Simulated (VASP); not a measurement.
Set up this calculation in VASP 6.6.1, as the native input.

```yaml
Task: single point
Functional: r2SCAN
Potentials_or_basis: VASP PAW PBE potentials, release 64 (K_sv, Zn, C)
Cutoff: 520 eV
k_mesh: 6 × 6 × 2, shifted
Occupations: fermi-dirac, width 0.1 eV
Spin: no spin polarisation
Dipole_correction: no
Further_INCAR_settings: ALGO = Normal; EDIFF = 1e-07; NBANDS = 44
```

Crystal: KZn4C3.

```
K Zn C
1.0
     3.74651    0.00284   -0.02031
    -1.87079    3.26590    0.00230
    -0.05883   -2.20375   10.68465
K Zn C
1 4 3
Direct
  0.43569 0.96909 0.49677
  0.28822 0.60058 0.91909
  0.66990 0.37036 0.08454
  0.06789 0.10601 0.25017
  0.90626 0.77499 0.73403
  0.26159 0.50440 0.71716
  0.72303 0.52588 0.29729
  0.02903 0.03312 0.98750
```

One way to write it, as run:

POSCAR

```
KZn4C3
1.0
    3.7465089900      0.0028401600     -0.0203056200
   -1.8707948700      3.2658974000      0.0022984100
   -0.0588347600     -2.2037545600     10.6846457100
K Zn C
1 4 3
Direct
    0.4356950000      0.9690920000      0.4967720000
    0.2882190000      0.6005830000      0.9190910000
    0.6698970000      0.3703570000      0.0845410000
    0.0678900000      0.1060100000      0.2501730000
    0.9062550000      0.7749870000      0.7340270000
    0.2615910000      0.5044050000      0.7171600000
    0.7230310000      0.5258840000      0.2972910000
    0.0290350000      0.0331190000      0.9875040000
```

INCAR.step1

```
SYSTEM = KZn4C3
PREC     = Accurate       ! precision mode
ENCUT    = 520            ! plane-wave cutoff, eV
ISMEAR   = -1             ! smearing method
SIGMA    = 0.1            ! smearing width, eV
LREAL    = .False.        ! projectors in reciprocal space
LASPH    = .True.         ! aspherical terms in the spheres
NELM     = 100            ! most SCF steps
NBANDS   = 44             ! bands
GGA      = PE             ! functional
ALGO     = Normal         ! electronic algorithm
EDIFF    = 1E-4           ! SCF threshold, eV
LWAVE    = .True.         ! write WAVECAR
LCHARG   = .False.        ! write CHGCAR
```

INCAR.step2

```
SYSTEM = KZn4C3
PREC     = Accurate       ! precision mode
ENCUT    = 520            ! plane-wave cutoff, eV
EDIFF    = 1E-7           ! SCF threshold, eV
ISMEAR   = -1             ! smearing method
SIGMA    = 0.1            ! smearing width, eV
LREAL    = .False.        ! projectors in reciprocal space
LASPH    = .True.         ! aspherical terms in the spheres
NELM     = 100            ! most SCF steps
ALGO     = Normal         ! electronic algorithm
ISIF     = 2              ! what is computed and relaxed
LWAVE    = .False.        ! write WAVECAR
LCHARG   = .False.        ! write CHGCAR
METAGGA  = R2SCAN         ! meta-GGA
LMIXTAU  = .True.       
NBANDS   = 44             ! bands
ISTART   = 1
```

KPOINTS

```
Automatic mesh
0
Gamma
  6 6 2
  0 0.5 0
```

Potentials or basis: VASP PAW PBE potentials, release 64 (K_sv, Zn, C).

Run with:

```console
$ cat potpaw_PBE.64/K_sv/POTCAR potpaw_PBE.64/Zn/POTCAR potpaw_PBE.64/C/POTCAR > POTCAR
$ cp INCAR.step1 INCAR
$ mpirun -np 1 vasp_std > vasp.out
$ cp INCAR.step2 INCAR
$ mpirun -np 1 vasp_std > vasp.out
```

It gave:

```
Pressure               : -10.9 GPa
Largest force          : 1.871 eV/Å
Band gap on the k mesh : zero (an odd number of electrons rules out a gap without spin polarisation)
```

Caveat: the cell stands under tension; the PAW data sets were made with another functional, which shifts forces and pressure a little.

Wall time 10 min on 1 thread of Intel(R) Xeon(R) Platinum 8488C (Sapphire Rapids), with other jobs on the host, peak memory 0.37 GiB.
